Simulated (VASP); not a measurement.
# ReOs3C (Pm-3m) in VASP: notebook, part 3 of 3

VASP 6.6.1. Earlier steps stand in the parts before.

## 5. Relaxation of cell and atoms, PBE

This run uses another cell than the first one, of 11.73 Å³/atom, 0.892 times its volume.

Input file INCAR:

```
PREC = Accurate
ENCUT = 600
EDIFF = 1E-7
ISMEAR = 0
SIGMA = 0.1
LREAL = F
LASPH = T
NELM = 120
ALGO = Normal
ISIF = 3
LWAVE = F
LCHARG = F
GGA = PE
IBRION = 2
NSW = 90
EDIFFG = -0.04
GGA_COMPAT = F
NELMIN = 4
```

Input file KPOINTS:

```
regular mesh
0
Gamma
  4 4 4
```

Input file POSCAR:

```
ReOs3C
1.0
    3.8851311499      0.0000000000      0.0000000000
    0.0000000000      3.8851311499      0.0000000000
    0.0000000000      0.0000000000      3.8851311499
Re Os C
1 3 1
Direct
    0.0000000000      0.0000000000      0.0000000000
    0.0000000000      0.5000000000      0.5000000000
    0.5000000000      0.0000000000      0.5000000000
    0.5000000000      0.5000000000      0.0000000000
    0.5000000000      0.5000000000      0.5000000000
```

Potentials or basis: VASP PAW PBE potentials, release 64 (Re_sv_GW, Os_sv_GW, C).

Run with:

```bash
$ cat potpaw_PBE.64/Re_sv_GW/POTCAR potpaw_PBE.64/Os_sv_GW/POTCAR potpaw_PBE.64/C/POTCAR > POTCAR
$ mpirun -np 1 vasp_std > vasp.out
```

It took 7.9 min on 1 thread of Intel Xeon Platinum 8259CL at 2.50GHz (Skylake/Cascade Lake), shared host; peak memory 0.2 GiB.

It converged, with:

```
Free energy                            : -57.1323 eV
Relaxed volume                         : 13.11 Å³/atom
Relaxed cell                           : a = 4.032 Å, b = 4.032 Å, c = 4.032 Å, α = 90.00°, β = 90.00°, γ = 90.00°
Space group after relaxing (to 0.05 Å) : Pm-3m (No. 221)
Energy gained by relaxing              : 206.6 meV/atom
Ionic steps                            : 5
Pressure after relaxing                : 0.1 GPa
```

Step by step:
| step | energy change (eV) | largest force (eV/Å) | pressure (GPa) | volume (Å³) |
| --- | --- | --- | --- | --- |
| 1 | 0.0000 | 0.0000 | 52.95 | 58.64 |
| 2 | 7.4014 | 0.0000 | -54.93 | 98.07 |
| 3 | -0.9352 | 0.0000 | -6.66 | 66.90 |
| 4 | -1.0319 | 0.0000 | -1.42 | 65.83 |
| 5 | -1.0330 | 0.0000 | 0.13 | 65.55 |

Final structure:
```
Re Os C
1.0
     4.03206    0.00000    0.00000
     0.00000    4.03206    0.00000
     0.00000    0.00000    4.03206
Re Os C
1 3 1
Direct
  0.00000 0.00000 0.00000
  0.00000 0.50000 0.50000
  0.50000 0.00000 0.50000
  0.50000 0.50000 0.00000
  0.50000 0.50000 0.50000
```

Levels at points of the mesh, in eV from the Fermi level:
| k point | band 30 | band 31 | band 32 | band 33 | band 34 | band 35 | band 36 | band 37 |
| --- | --- | --- | --- | --- | --- | --- | --- | --- |
| (0.00, 0.00, 0.00) | -1.52 | -1.52 | 1.14 | 1.27 | 1.27 | 1.27 | 1.40 | 1.40 |
| (0.50, 0.00, 0.00) | -1.66 | -1.64 | -1.41 | -1.41 | -0.94 | -0.91 | 0.85 | 0.85 |
| (0.50, 0.50, 0.00) | -3.33 | -1.94 | -1.43 | -0.91 | -0.73 | -0.44 | -0.44 | 1.84 |
| (0.50, 0.50, 0.50) | -1.02 | -1.02 | -1.02 | 0.88 | 0.88 | 0.88 | 0.89 | 0.89 |

Caveat: the k points lie up to 0.39 Å⁻¹ apart in the final cell; spin-orbit coupling is left out, which moves the levels of the heavy elements.

## 6. Single point, PBE

Input file INCAR:

```
SYSTEM = ReOs3C
PREC = Accurate
ENCUT = 600
EDIFF = 1E-6
ISMEAR = 0
SIGMA = 0.1
LREAL = .False.
LASPH = .True.
NELM = 120
ALGO = Normal
ISIF = 2
LWAVE = .False.
LCHARG = .False.
GGA = PE
NBANDS = 42
GGA_COMPAT = .False.
```

Input file KPOINTS:

```
Automatic mesh
0
Gamma
  4 4 4
  0 0 0
```

POSCAR: that of step 5 with these lines changed.

```diff
@@ -2,5 +2,5 @@
 1.0
-    3.8851311499      0.0000000000      0.0000000000
-    0.0000000000      3.8851311499      0.0000000000
-    0.0000000000      0.0000000000      3.8851311499
+    4.0360264859      0.0000000000      0.0000000000
+    0.0000000000      4.0360264859      0.0000000000
+    0.0000000000      0.0000000000      4.0360264859
 Re Os C
```

Potentials or basis: VASP PAW PBE potentials, release 64 (Re_sv_GW, Os_sv_GW, C).

Run with:

```bash
$ cat potpaw_PBE.64/Re_sv_GW/POTCAR potpaw_PBE.64/Os_sv_GW/POTCAR potpaw_PBE.64/C/POTCAR > POTCAR
$ mpirun -np 1 vasp_std > vasp.out
```

Run time: 57 s. Hardware: 1 thread of Intel Xeon Platinum 8259CL at 2.50GHz (Skylake/Cascade Lake), shared host; peak memory 0.2 GiB.

Results (log left out):

```yaml
Free_energy: -57.1871 eV
Pressure: -0.3 GPa
```

Levels at points of the mesh, in eV from the Fermi level:
| k point | band 29 | band 30 | band 31 | band 32 | band 33 | band 34 | band 35 | band 36 | band 37 | band 38 |
| --- | --- | --- | --- | --- | --- | --- | --- | --- | --- | --- |
| (0.00, 0.00, 0.00) | -3.23 | -1.51 | -1.51 | 1.13 | 1.26 | 1.26 | 1.26 | 1.39 | 1.39 | 2.58 |
| (0.50, 0.00, 0.00) | -1.66 | -1.66 | -1.64 | -1.40 | -1.40 | -0.94 | -0.91 | 0.85 | 0.85 | 0.87 |
| (0.50, 0.50, 0.00) | -3.42 | -3.31 | -1.93 | -1.42 | -0.90 | -0.73 | -0.43 | -0.43 | 1.83 | 1.83 |
| (0.50, 0.50, 0.50) | -2.73 | -1.02 | -1.02 | -1.02 | 0.87 | 0.87 | 0.87 | 0.89 | 0.89 | 0.89 |

Caveat: the k points lie up to 0.39 Å⁻¹ apart; spin-orbit coupling is left out, which moves the levels of the heavy elements.

## 7. The runs side by side

| task | potentials or basis | cell | k mesh | cutoff (eV) | second run | gap on the mesh (eV) | pressure (GPa) | relaxed volume (Å³/atom) |
| --- | --- | --- | --- | --- | --- | --- | --- | --- |
| single point | VASP PAW PBE potentials, release 64 (Re, Os, C) | a = 4.036 Å, 5 atoms | 4 × 4 × 4 | 520 | - | none | 1.7 | - |
| relaxation of cell and atoms | VASP PAW PBE potentials, release 64 (Re, Os, C) | relaxed from a = 3.885 Å, 5 atoms | 4 × 4 × 4 | 600 | - | none | 0.0 | 13.21 |
| single point | VASP PAW PBE potentials, release 64 (Re, Os, C) | a = 4.037 Å, 5 atoms | 10 × 10 × 10 | 520 | - | none | 1.5 | - |
| relaxation of cell and atoms | VASP PAW PBE potentials, release 64 (Re_sv_GW, Os_sv_GW, C) | relaxed from a = 3.885 Å, 5 atoms | 4 × 4 × 4 | 600 | valence_matched | none | 0.1 | 13.11 |
| single point | VASP PAW PBE potentials, release 64 (Re_sv_GW, Os_sv_GW, C) | a = 4.036 Å, 5 atoms | 4 × 4 × 4 | 600 | valence_matched | none | -0.3 | - |

Alike in all rows: level PBE; no spin polarisation; smearing gaussian 0.1 eV.

Caveats: some runs use coarse meshes; spin-orbit coupling is left out, which moves the levels of the heavy elements.

Total energies depend on the potentials used, so only differences within one code and one set of settings carry meaning.
